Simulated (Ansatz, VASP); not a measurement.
# KBr: VASP beside Ansatz

```
CELL_PARAMETERS angstrom
0.00000 3.42420 3.55590
3.42420 0.00000 3.55590
3.42420 3.42420 0.00000
ATOMIC_POSITIONS crystal
K 0.00000 0.00000 0.00000
Br 0.50000 0.50000 0.50000
```

Change from the starting cell: strain +0.040 along x and y, +0.080 along z, atoms carried along.

Alike in both runs: task single point; functional r2SCAN; k mesh 6 × 6 × 6; occupations gaussian, width 0.05 eV; no spin polarisation.

|  | VASP | Ansatz |
| --- | --- | --- |
| version | VASP 6.6.1 | Ansatz 0.2.0 |
| potentials or method | VASP PAW PBE potentials, release 64 (K_sv, Br), cutoff 520 eV | scalar-relativistic, plane waves, PAW |
| valence electrons in the cell | 16 | 16 |

```csv
,VASP,Ansatz,Ansatz less VASP
gap on the k mesh at the Fermi level (eV),4.70,4.69,-0.002
least direct gap on the mesh (eV),4.70,4.69,-0.002
pressure (GPa),-1.6,-1.6,+0.02
"traceless stress, the component that is largest in VASP (GPa)",-0.32,-0.32,+0.003
```

VASP's potentials were made for PBE, not for r2SCAN.
